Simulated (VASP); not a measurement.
Input of a VASP 6.6.1 run:

The input INCAR:

```
SYSTEM = HfC
PREC = Accurate ; ENCUT = 520
EDIFF = 1E-6 ; ISMEAR = -5
SIGMA = 0.1 ; LREAL = .FALSE.
LASPH = .TRUE. ; NELM = 100
ALGO = Normal ; ISIF = 2
LWAVE = .FALSE. ; LCHARG = .FALSE.
GGA = PE ; IVDW = 12
NBANDS = 14
```

File KPOINTS:

```
Automatic mesh
0
G
  19 19 19
  0 0 0
```

POSCAR

```
HfC
1.0
    0.0000000000      1.9614555596      1.9614555596
    1.9614555596      0.0000000000      1.9614555596
    1.9614555596      1.9614555596      0.0000000000
Hf C
1 1
Direct
    0.0000000000      0.0000000000      0.0000000000
    0.5000000000      0.5000000000      0.5000000000
```

Potentials or basis: VASP PAW PBE potentials, release 64 (Hf_pv, C).

The run is started by

```sh
$ cat potpaw_PBE.64/Hf_pv/POTCAR potpaw_PBE.64/C/POTCAR > POTCAR
$ mpirun -np 1 vasp_std > vasp.out
```

Task: Predict the band gap on the k mesh.

Result: Zero (band 7 reaches 11.78 eV, above the bottom of band 8 at 10.24 eV).

Task: Predict the dispersion energy per atom.

Result: -0.607 eV.

Task: What does it give for the pressure?

Result: 318.8 GPa.

Caveat: three body term missing; spin-orbit coupling is left out, which moves the levels of the heavy elements; pairwise dispersion overbinds metals, which lowers pressure and volume; tetrahedron occupations give inexact forces and stress in metals.
